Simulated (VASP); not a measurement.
# BN (Fmm2) in VASP: further runs, part 3 of 3

VASP 6.6.1. Earlier steps stand in the parts before.

### 5 Single point, PBEsol

INCAR reads:

```
PREC = Accurate
ENCUT = 600
EDIFF = 1E-6
ISMEAR = 0
SIGMA = 0.01
LREAL = F
LASPH = T
NELM = 120
ALGO = Normal
ISIF = 2
LWAVE = F
LCHARG = F
GGA = PS
NBANDS = 11
GGA_COMPAT = F
```

KPOINTS reads:

```
Automatic mesh
0
Gamma
  12 12 12
```

POSCAR reads:

```
BN
1.0
    4.1120780000      0.0000000000      0.0000000000
    1.1410171286      2.2263451715      0.0000000000
    2.9710606487     -0.8190325536      2.0702171075
B N
1 1
Direct
    0.0000490000      0.0000490000      0.9999510000
    0.6666510000      0.6666510000      0.3333490000
```

Potentials or basis: VASP PAW PBE potentials, release 64 (B, N).

Run with:

```bash
$ cat potpaw_PBE.64/B/POTCAR potpaw_PBE.64/N/POTCAR > POTCAR
$ mpirun -np 1 vasp_std > vasp.out
```

OUTCAR:

```text
PREC = Accurate
   ENCUT = 600
   EDIFF = 1E-6
   ISMEAR = 0
   LREAL = F
   LASPH = T
   NELM = 120
   ISIF = 2
   GGA = PS

 ion  position               nearest neighbor table
   1  0.000  0.000  1.000-   2 1.44   2 1.44   2 1.44
   2  0.667  0.667  0.333-   1 1.44   1 1.44   1 1.44

  LATTYP: Found a face centered orthorhombic cell.
 ALAT       =     2.5032634054
 B/A-ratio  =     1.7306139458
 C/A-ratio  =     2.7926073434

  Lattice vectors:

 A1 = (   4.1120780000,   0.0000000000,   0.0000000000)
 A2 = (   2.9710608714,  -2.2263451715,   0.0000000000)
 A3 = (   1.1410173513,   0.8190325536,  -2.0702171075)

Analysis of symmetry for initial positions (statically):
=====================================================================
 Subroutine PRICEL returns:
 Original cell was already a primitive cell.

 Routine SETGRP: Setting up the symmetry group for a
 face centered orthorhombic supercell.

 Subroutine GETGRP returns: Found  4 space group operations
 (whereof  4 operations were pure point group operations)
 out of a pool of  8 trial point group operations.

The static configuration has the point symmetry C_2v.

Analysis of symmetry for dynamics (positions and initial velocities):
=====================================================================
 Subroutine PRICEL returns:
 Original cell was already a primitive cell.

 Routine SETGRP: Setting up the symmetry group for a
 face centered orthorhombic supercell.

 Subroutine GETGRP returns: Found  4 space group operations
 (whereof  4 operations were pure point group operations)
 out of a pool of  8 trial point group operations.

The dynamic configuration has the point symmetry C_2v.

 Subroutine INISYM returns: Found  4 space group operations
 (whereof  4 operations are pure point group operations),
 and found     1 'primitive' translations

----------------------------------------------------------------------------------------

                                     Primitive cell

  volume of cell :      18.9526

  direct lattice vectors                    reciprocal lattice vectors
     4.112078000  0.000000000  0.000000000     0.243186049 -0.124634513 -0.398315819
     1.141017129  2.226345172  0.000000000     0.000000000  0.449166649  0.177702187
     2.971060649 -0.819032554  2.070217107     0.000000000  0.000000000  0.483041125

  length of vectors
     4.112078000  2.501706000  3.712656000     0.483041104  0.483041143  0.483041125

  position of ions in fractional coordinates (direct lattice)
     0.000049000  0.000049000  0.999951000
     0.666651000  0.666651000  0.333349000

  ion indices of the primitive-cell ions
   primitive index   ion index
                 1           1
                 2           2

----------------------------------------------------------------------------------------

 KPOINTS: Automatic mesh

Automatic generation of k-mesh.
 Grid dimensions read from file:
 generate k-points for:   12   12   12

 Generating k-lattice:

  Cartesian coordinates                     Fractional coordinates (reciprocal lattice)
     0.020265504 -0.010386209 -0.033192985     0.083333333 -0.000000000  0.000000000
     0.000000000  0.037430554  0.014808516     0.000000000  0.083333333  0.000000000
     0.000000000  0.000000000  0.040253427     0.000000000  0.000000000  0.083333333

  Length of vectors
     0.040253425  0.040253429  0.040253427

  Shift w.r.t. Gamma in fractional coordinates (k-lattice)
     0.000000000  0.000000000  0.000000000

 Subroutine IBZKPT returns following result:
 ===========================================

 Found    280 irreducible k-points:

 Following reciprocal coordinates:
            Coordinates               Weight
  0.000000  0.000000  0.000000      1.000000
  0.083333  0.000000  0.000000      8.000000
  0.166667  0.000000  0.000000      8.000000
  0.250000  0.000000  0.000000      8.000000
  0.333333  0.000000  0.000000      8.000000
  0.416667  0.000000  0.000000      8.000000
[... 16 lines left out ...]
  0.500000  0.166667  0.000000      8.000000
 -0.416667  0.166667 -0.000000      8.000000
 [... further k-points ...]
   k-points           NKPTS =    280   k-points in BZ     NKDIM =    280   number of bands    NBANDS=     11
   number of dos      NEDOS =    301   number of ions     NIONS =      2
   total plane-waves  NPLWV =  21600
   dimension x,y,z NGX =    36 NGY =   20 NGZ =   30
   dimension x,y,z NGXF=    72 NGYF=   40 NGZF=   60
   ions per type =               1   1
   NGX,Y,Z   is equivalent  to a cutoff of  14.55, 13.29, 13.43 a.u.
   NGXF,Y,Z  is equivalent  to a cutoff of  29.11, 26.58, 26.87 a.u.
 SYSTEM =  unknown system
   PREC   = accura    normal or accurate (medium, high low for compatibility)
   ISTART =      0    job   : 0-new  1-cont  2-samecut
   ICHARG =      2    charge: 1-file 2-atom 10-const
   ISPIN  =      1    spin polarized calculation?
   LNONCOLLINEAR =      F non collinear calculations
   LSORBIT =      F    spin-orbit coupling
   LASPH  =      T    aspherical Exc in radial PAW
   ENCUT  =  600.0 eV  44.10 Ry    6.64 a.u.   8.21  5.00  7.42*2*pi/ulx,y,z
   NELM   =    120;   NELMIN=  2; NELMDL= -5     # of ELM steps
   EDIFF  = 0.1E-05   stopping-criterion for ELM
   LREAL  =      F    real-space projection
   EDIFFG = 0.1E-04   stopping-criterion for IOM
   NSW    =      0    number of steps for IOM
   IBRION =     -1    ionic relax: 0-MD 1-quasi-New 2-CG
   NFREE  =      0    steps in history (QN), initial steepest desc. (CG)
   ISIF   =      2    stress and relaxation
   ISYM   =      2    0-nonsym 1-usesym 2-fastsym
   POTIM  = 0.5000    time-step for ionic-motion
   TEBEG  =    0.0;   TEEND  =   0.0 temperature during run
   PSTRESS=    0.0 pullay stress
   NELECT =       8.0000    total number of electrons
   NUPDOWN=      -1.0000    fix difference up-down
   EMIN   =  10.00;   EMAX   =-10.00  energy-range for DOS
   EFERMI =   0.00;   METHOD = LEGACY
   ISMEAR =     0;   SIGMA  =   0.01  broadening in eV -4-tet -1-fermi 0-gaus
   EFERMI_NEDOS =   21; number of points for ismear=-14 and -15
   IALGO  =     38    algorithm
   IMIX   =      4    mixing-type and parameters
     AMIX     =   0.40;   BMIX     =  1.00
     AMIX_MAG =   1.60;   BMIX_MAG =  1.00
  volume/ion in A,a.u.               =       9.48        63.95
  Fermi-wavevector in a.u.,A,eV,Ry     =   1.228047  2.320672 20.518932  1.508099
  Thomas-Fermi vector in A             =   2.362987
   LORBIT       =      0    0 simple, 1 ext, 2 COOP (PROOUT), +10 PAW based schemes
   GGA     = PS    functional components
   LHFCALC =     F    Hartree Fock is set to
   AEXX    =    0.0000 exact exchange contribution
   IVDW    =     0    specifies the selected vdW correction
   LEPSILON=     F    determine dielectric tensor
   LRPA    =     F    only Hartree local field effects (RPA)
 non-spin polarized calculation
 Gauss-broadening in eV      SIGMA  =   0.01
  energy-cutoff  :      600.00
  volume of cell :       18.95
 maximum number of plane-waves:       650
 NGX is ok and might be reduce to    36
   NGX = 17   NGY =  9   NGZ = 15

 number of electron       8.0000000 magnetization

 Free energy of the ion-electron system (eV)
  ---------------------------------------------------
  ext. energy  EPLUGINS =         0.00000000
  ---------------------------------------------------
  free energy    TOTEN  =       -18.28675292 eV

  energy without entropy =      -18.28675292  energy(sigma->0) =      -18.28675292

 E-fermi :   2.0571     XC(G=0):  -9.9639

 val. band max:        1.8994963872   @ k =   0.5000  -0.3333   0.1667
 cond. band min:       5.6361437048   @ k =   0.0000   0.5000   0.5000
 fundamental gap:      3.7366473176
 Fermi energy:         2.0571238233

 k-point     1 :       0.0000    0.0000    0.0000
  band No.  band energies     occupation
      1     -15.9317      2.00000
      2      -2.6129      2.00000
      3       0.5020      2.00000
      4       0.5092      2.00000
      5       6.5680      0.00000
      6      13.3649      0.00000
      7      13.4258      0.00000
      8      14.8408      0.00000
      9      16.3069      0.00000
     10      27.2596      0.00000
     11      28.4715      0.00000
[... 309 lines left out ...]
 k-point    24 :      -0.4167    0.1667   -0.0000
  band No.  band energies     occupation
      1     -12.4640      2.00000
      2      -6.7924      2.00000
      3      -3.6770      2.00000
      4       1.2456      2.00000
      5       6.5528      0.00000
      6      13.3079      0.00000
      7      15.1469      0.00000
      8      16.8258      0.00000
      9      20.0911      0.00000
     10      22.3553      0.00000
     11      24.0690      0.00000

 [... further k-points ...]
[... 5 lines left out ...]
  --------------------------------------------------------------------------------------
  -------------------------------------------------------------------------------------
  Total        0.0320903      0.1007228      0.1124554      0.0487188      0.0148278     -0.0331186
  in kB        2.7127837      8.5146894      9.5065077      4.1184885      1.2534773     -2.7997081
  external PRESSURE =       6.9113269 kB  Pullay stress =       0.0000000 kB

 VOLUME and BASIS-vectors are now :
 -----------------------------------------------------------------------------
  energy-cutoff  :      600.00
  volume of cell :       18.95
      direct lattice vectors                 reciprocal lattice vectors
     4.112078000  0.000000000  0.000000000     0.243186049 -0.124634513 -0.398315819
     1.141017129  2.226345172  0.000000000     0.000000000  0.449166649  0.177702187
     2.971060649 -0.819032554  2.070217107     0.000000000  0.000000000  0.483041125

 POSITION                                       TOTAL-FORCE (eV/Angst)
 -----------------------------------------------------------------------------------
      2.97117     -0.81888      2.07012         0.005257      0.007016     -0.004769
      4.49238      1.21117      0.69010        -0.005257     -0.007016      0.004769
 -----------------------------------------------------------------------------------
    total drift:                               -0.000034     -0.000036      0.000034

  FREE ENERGIE OF THE ION-ELECTRON SYSTEM (eV)
  ---------------------------------------------------
  free  energy   TOTEN  =       -18.2867529213 eV

  energy  without entropy=      -18.2867529213  energy(sigma->0) =      -18.28675292
```

OSZICAR:

```text
N       E                     dE             d eps       ncg     rms          rms(c)
DAV:   1     0.179687892512E+02    0.17969E+02   -0.49301E+03  6208   0.761E+02
DAV:   2    -0.190423020441E+02   -0.37011E+02   -0.35365E+02  7373   0.181E+02
DAV:   3    -0.200394162590E+02   -0.99711E+00   -0.99507E+00  7659   0.273E+01
DAV:   4    -0.200426940654E+02   -0.32778E-02   -0.32776E-02  6797   0.166E+00
DAV:   5    -0.200427077728E+02   -0.13707E-04   -0.13707E-04  7544   0.987E-02    0.781E+00
DAV:   6    -0.184934103722E+02    0.15493E+01   -0.49314E+00  7387   0.129E+01    0.361E+00
DAV:   7    -0.183303455217E+02    0.16306E+00   -0.23495E-01  7166   0.353E+00    0.217E+00
DAV:   8    -0.182861456960E+02    0.44200E-01   -0.11539E-01  7264   0.206E+00    0.239E-01
DAV:   9    -0.182863586807E+02   -0.21298E-03   -0.27089E-03  6813   0.431E-01    0.133E-01
DAV:  10    -0.182867257386E+02   -0.36706E-03   -0.50338E-04  7058   0.167E-01    0.239E-02
DAV:  11    -0.182867525955E+02   -0.26857E-04   -0.47790E-05  7278   0.456E-02    0.202E-02
DAV:  12    -0.182867529213E+02   -0.32576E-06   -0.97516E-06  6997   0.215E-02
   1 F= -.18286753E+02 E0= -.18286753E+02  d E =-.809710-113
```

stdout:

```text
POSCAR found type information on POSCAR B N
 POSCAR found :  2 types and       2 ions
 scaLAPACK will be used
 -----------------------------------------------------------------------------
|                                                                             |
|                                                                             |
|     You enforced a specific xc type in the INCAR file but a different       |
|     I HOPE YOU KNOW WHAT YOU ARE DOING!                                     |
|                                                                             |
 -----------------------------------------------------------------------------

 LDA part: xc-table for (Slater+PW92), standard interpolation
 POSCAR, INCAR and KPOINTS ok, starting setup
 FFT: planning ... GRIDC
 FFT: planning ... GRID_SOFT
 FFT: planning ... GRID
 WAVECAR not read
 entering main loop
```

Wall time 53 s (1 thread of Intel Xeon 6975P-C, shared host); peak memory 0.2 GiB.

Results:

```yaml
Free_energy: -18.2868 eV
Pressure: 0.7 GPa
Largest_force: 0.010 eV/Å
Band_gap_on_the_k_mesh: 3.74 eV, indirect (least direct gap 4.49 eV)
```

Forces on the atoms (eV/Å):
```
B    0.005  0.007 -0.005
N   -0.005 -0.007  0.005
```

Stress tensor (GPa, compression positive):
```
 0.27  0.41 -0.28
 0.41  0.85  0.13
-0.28  0.13  0.95
```

Caveat: the PAW data sets were made with another functional, which shifts forces and pressure a little. PBEsol gaps usually lie below the measured ones, often by a third to a half.

### 6 Single point, PBEsol

INCAR reads:

```
  PREC = Accurate
  ENCUT = 600
  EDIFF = 1E-6
  ISMEAR = 0
  SIGMA = 0.01
  LREAL = False
  LASPH = True
  NELM = 120
  ALGO = Normal
  ISIF = 2
  LWAVE = False
  LCHARG = True
  GGA = PS
  LELF = True
  LVHAR = True
  NBANDS = 11
  GGA_COMPAT = False
```

KPOINTS reads:

```
Automatic mesh
0
Gamma
  14 14 14
```

POSCAR is that of step 5.

Potentials or basis: VASP PAW PBE potentials, release 64 (B, N).

Run with:

```bash
$ cat potpaw_PBE.64/B/POTCAR potpaw_PBE.64/N/POTCAR > POTCAR
$ mpirun -np 1 vasp_std > vasp.out
```

It took 60 s on 1 thread of Intel Xeon 6975P-C, shared host; peak memory 0.24 GiB.

It converged, with:

| Item | Value |
| --- | --- |
| Free energy | -18.2868 eV |
| Pressure | 0.7 GPa |
| Largest force | 0.010 eV/Å |
| Band gap on the k mesh | 3.67 eV, indirect (least direct gap 4.60 eV) |

Forces on the atoms (eV/Å):
```
B    0.005  0.007 -0.005
N   -0.005 -0.007  0.005
```

Stress tensor (GPa, compression positive):
```
 0.27  0.41 -0.28
 0.41  0.85  0.13
-0.28  0.13  0.95
```

Levels at points of the mesh, in eV from the valence-band top:
```csv
k point,band 1,band 2,band 3,band 4,band 5,band 6,band 7,band 8
"(0.00, 0.00, 0.00)",-17.90,-4.58,-1.47,-1.46,4.60,11.39,11.46,12.87
"(0.50, 0.00, 0.00)",-14.68,-9.08,-4.28,-1.10,4.47,9.68,13.06,15.37
"(0.50, 0.50, 0.00)",-14.73,-9.17,-4.28,-0.59,5.65,9.25,11.94,13.49
"(0.50, 0.00, 0.50)",-17.70,-6.26,-1.49,-1.46,9.36,11.35,11.42,11.81
"(0.00, 0.50, 0.50)",-14.62,-8.98,-4.32,-1.55,3.67,9.76,14.23,18.31
```

Caveat: the PAW data sets were made with another functional, which shifts forces and pressure a little. A k mesh can miss the band edges.

### 7 The runs side by side

```tsv
k mesh	gap on the mesh (eV)	pressure (GPa)	largest force (eV/Å)
4 × 4 × 4	4.26	0.6	0.01
6 × 6 × 6	3.74	0.7	0.01
8 × 8 × 8	3.71	0.7	0.01
12 × 12 × 12	3.74	0.7	0.01
14 × 14 × 14	3.67	0.7	0.01
```

Alike in all rows: task single point; level PBEsol; potentials or basis VASP PAW PBE potentials, release 64 (B, N); no spin polarisation; cell as given; cutoff (eV) 600; smearing gaussian 0.01 eV.

Caveats: some runs use coarse meshes; the PAW data sets were made with another functional, which shifts forces and pressure a little.

Total energies depend on the potentials used, so only differences within one code and one set of settings carry meaning.
